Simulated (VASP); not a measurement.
MgO:

```
CELL_PARAMETERS angstrom
0.00000 2.10850 2.10850
2.10850 0.00000 2.10850
2.10850 2.10850 0.00000
ATOMIC_POSITIONS crystal
Mg 0.00000 0.00000 0.00000
O 0.50000 0.50000 0.50000
```

- Program: VASP 6.6.1
- Task: relaxation of cell and atoms
- Functional: LDA
- Potentials or basis: VASP PAW LDA potentials, release 64 (Mg, O)
- Cutoff: 600 eV
- k mesh: 10 × 10 × 10
- Occupations: gaussian, width 0.01 eV
- Spin: no spin polarisation

At the start: pressure -8.5 GPa; volume 9.37 Å³/atom.

Question: Where does the relaxation end?

Answer: Over 3 steps the energy falls by 13.4 meV/atom and the volume is 8.89 Å³/atom (-5.2 %); space group Fm-3m (No. 225, to 0.05 Å).

The path:
```
step  energy change (eV)  largest force (eV/Å)  pressure (GPa)  volume (Å³)
   1              0.0000                0.0000           -8.46        18.75
   2             -0.0228                0.0000            3.67        17.44
   3             -0.0267                0.0000            0.02        17.78
```

Final structure:
```
CELL_PARAMETERS angstrom
0.00000 2.07163 2.07163
2.07163 0.00000 2.07163
2.07163 2.07163 0.00000
ATOMIC_POSITIONS crystal
Mg 0.00000 0.00000 0.00000
O 0.50000 0.50000 0.50000
```
